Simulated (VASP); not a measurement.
Write the native input for VASP 6.6.1 that does the following.

| Item | Value |
| --- | --- |
| Task | single point |
| Functional | r2SCAN |
| Potentials or basis | VASP PAW PBE potentials, release 64 (Os) |
| Cutoff | 520 eV |
| k mesh | 21 × 21 × 12 |
| Occupations | gaussian, width 0.15 eV |
| Spin | no spin polarisation |
| Dipole correction | no |
| Further INCAR settings | ALGO = Normal; EDIFF = 1e-06; NBANDS = 15 |

Crystal: Os.

```
CELL_PARAMETERS angstrom
2.73410 0.00000 0.00000
-1.36705 2.36780 0.00000
0.00000 0.00000 4.96765
ATOMIC_POSITIONS crystal
Os 0.33333 0.66667 0.25000
Os 0.66667 0.33333 0.75000
```

This cell differs from its parent crystal: strain +0.1500 x Voigt [0, 0, 1, 0, 0, 0].

The input as run:

POSCAR

```
Os
1.0
    2.7340999755      0.0000000000      0.0000000000
   -1.3670499878      2.3678000353      0.0000000000
    0.0000000000      0.0000000000      4.9676550000
Os
2
Direct
    0.3333333333      0.6666666667      0.2500000000
    0.6666666667      0.3333333333      0.7500000000
```

INCAR.step1

```
PREC = Accurate ; ENCUT = 520
ISMEAR = 0 ; SIGMA = 0.15
LREAL = F ; LASPH = T
NELM = 60 ; NBANDS = 15
GGA = PE ; ALGO = Normal
EDIFF = 1E-4 ; LWAVE = T
LCHARG = F
```

INCAR.step2

```
PREC = Accurate ; ENCUT = 520
EDIFF = 1E-6 ; ISMEAR = 0
SIGMA = 0.15 ; LREAL = F
LASPH = T ; NELM = 60
ALGO = Normal ; ISIF = 2
LWAVE = F ; LCHARG = F
METAGGA = R2SCAN ; LMIXTAU = T
NBANDS = 15 ; ISTART = 1
```

KPOINTS

```
Automatic mesh
0
Gamma
  21 21 12
```

Potentials or basis: VASP PAW PBE potentials, release 64 (Os).

Command:

```console
$ cat potpaw_PBE.64/Os/POTCAR > POTCAR
$ cp INCAR.step1 INCAR
$ mpirun -np 1 vasp_std > vasp.out
$ cp INCAR.step2 INCAR
$ mpirun -np 1 vasp_std > vasp.out
```

Results of the run:

```json
{
  "Pressure": "-35.9 GPa",
  "Band gap on the k mesh": "zero (band 8 reaches 8.88 eV, above the bottom of band 9 at 6.21 eV)"
}
```

Caveat: the cell differs from its parent crystal (strain +0.1500 x Voigt [0, 0, 1, 0, 0, 0]); the PAW data sets were made with another functional, which shifts forces and pressure a little; spin-orbit coupling is left out, which moves the levels of the heavy elements.

It took 13 min on 1 thread of Oxide Virtual Turin-like Processor (shared host), peak memory 0.23 GiB.
